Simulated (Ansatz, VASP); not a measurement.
Two plane-wave programs on Rb5Na2S

```
CELL_PARAMETERS angstrom
6.45626 0.00000 0.00000
-3.22813 5.59128 0.00000
0.00000 0.00000 11.59888
ATOMIC_POSITIONS crystal
Rb 0.33333 0.66667 0.16415
Rb 0.66667 0.33333 0.16415
Rb 0.66667 0.33333 0.83585
Rb 0.33333 0.66667 0.83585
Rb 0.00000 0.00000 0.50000
Na 0.33333 0.66667 0.50000
Na 0.66667 0.33333 0.50000
S 0.00000 0.00000 0.00000
```

Alike in both runs: functional PBE; k mesh 3 × 3 × 2; occupations gaussian, width 0.1 eV; no spin polarisation.

Ansatz relaxed the structure, and its values are those at the end. VASP's run is a single point on that final structure, the one shown.

|  | VASP | Ansatz |
| --- | --- | --- |
| version | VASP 6.6.1 | Ansatz 0.2.0 |
| potentials or method | VASP PAW PBE potentials, release 64 (Rb_sv, Na_pv, S), cutoff 520 eV | scalar-relativistic, plane waves, PAW |
| valence electrons in the cell | 65 | 69 |

|  | VASP | Ansatz | Ansatz less VASP |
| --- | --- | --- | --- |
| gap on the k mesh at the Fermi level (eV) | none | none | - |
| pressure (GPa) | 0.1 | 0.1 | 0.00 |
| rms of the force components (eV/Å) | 0.011 | 0.010 | -0.0003 |

A gap of «none» marks a metal or a gap that the smearing closes. The functional is the same, so the differences come from potentials, cutoffs and numerics. VASP's potentials hold 65 valence electrons a cell and Ansatz's 69, so a difference there can come from the potentials and not from the codes.

The k mesh is coarse, so the values compare programs but aren't converged.
